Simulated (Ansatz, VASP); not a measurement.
## BN: VASP beside Ansatz

INCAR

```
PREC = Accurate
ENCUT = 600
EDIFF = 1E-6
ISMEAR = 0
SIGMA = 0.05
LREAL = F
LASPH = T
NELM = 120
ALGO = Normal
ISIF = 2
LWAVE = F
LCHARG = F
GGA = PE
IVDW = 12
NBANDS = 11
GGA_COMPAT = F
```

Contents of KPOINTS:

```
Automatic mesh
0
Gamma
  12 12 12
```

POSCAR

```
BN
1.0
    0.0000000000      3.4953158300      2.1660912400
    1.2516321000      0.0000000000      2.1660912400
    1.2516321000      3.4953158300      0.0000000000
B N
1 1
Direct
    0.0000486500      0.0000486500      0.9999513500
    0.5627775992      0.5627775992      0.4372224008
```

Input for Ansatz:

```yaml
crystal:
  lattice:
    - [0.0, 3.49531583, 2.16609124]
    - [1.2516321, 0.0, 2.16609124]
    - [1.2516321, 3.49531583, 0.0]
  atoms:
    - { symbol: B, position: [4.865e-05, 4.865e-05, 0.99995135] }
    - { symbol: "N", position: [0.5627775992, 0.5627775992, 0.4372224008] }
basis:
  ecutwfc: 420
kpoints:
  mp_grid: { grid: [12, 12, 12] }
hamiltonian:
  xc: pbe
  dispersion: d3bj
scf:
  occupations: { method: gaussian, width: 0.05 }
output:
  forces: true
  stress: true
  eigenvalues: true
```

Alike in both runs: task single point; functional PBE; dispersion D3(BJ); k mesh 12 × 12 × 12; occupations gaussian, width 0.05 eV; no spin polarisation.

|  | VASP | Ansatz |
| --- | --- | --- |
| version | VASP 6.6.1 | Ansatz 0.2.0 |
| potentials or method | VASP PAW PBE potentials, release 64 (B, N), cutoff 600 eV | scalar-relativistic, plane waves, PAW |
| valence electrons in the cell | 8 | 8 |

|  | VASP | Ansatz | Ansatz less VASP |
| --- | --- | --- | --- |
| gap on the k mesh at the Fermi level (eV) | 1.68 | 1.70 | +0.018 |
| least direct gap on the mesh (eV) | 2.94 | 2.96 | +0.014 |
| rms of the force components (eV/Å) | 2.977 | 3.000 | +0.0233 |

Atom by atom the forces differ by 0.023 eV/Å (rms over components).
